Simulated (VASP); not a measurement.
Input of a VASP 6.6.1 run:

File INCAR:

```
  ALGO = Normal
  EDIFF = 1E-6
  ENCUT = 520
  GGA = PS
  ISIF = 2
  ISMEAR = 0
  LASPH = True
  LCHARG = False
  LREAL = False
  LWAVE = False
  NBANDS = 11
  NELM = 80
  PREC = Accurate
  SIGMA = 0.15
```

KPOINTS

```
k-points
0
Gamma
  16 16 16
```

File POSCAR:

```
HCl
1.0
    0.0000000000      2.6750000000      2.8978250000
    2.5150000000      0.0000000000      2.8978250000
    2.5150000000      2.6750000000      0.0000000000
H Cl
1 1
Direct
    0.0000000000      0.0000000000      0.0000000000
    0.5000000000      0.5000000000      0.5000000000
```

Potentials or basis: VASP PAW PBE potentials, release 64 (H, Cl).

Launch:

```sh
$ cat potpaw_PBE.64/H/POTCAR potpaw_PBE.64/Cl/POTCAR > POTCAR
$ mpirun -np 1 vasp_std > vasp.out
```

Task: Predict the pressure.

Result: -10.8 GPa.

Task: Predict the band gap on the k mesh.

Result: Zero (band 4 reaches -1.93 eV, above the bottom of band 5 at -2.16 eV).

Stress tensor (GPa, compression positive):
```
-16.27   0.00   0.00
  0.00 -10.32   0.00
  0.00   0.00  -5.69
```

Caveat: the cell differs from its parent crystal (strain +0.0150 x Voigt [0, 0, 1, 0, 0, 0]); the PAW data sets were made with another functional, which shifts forces and pressure a little.
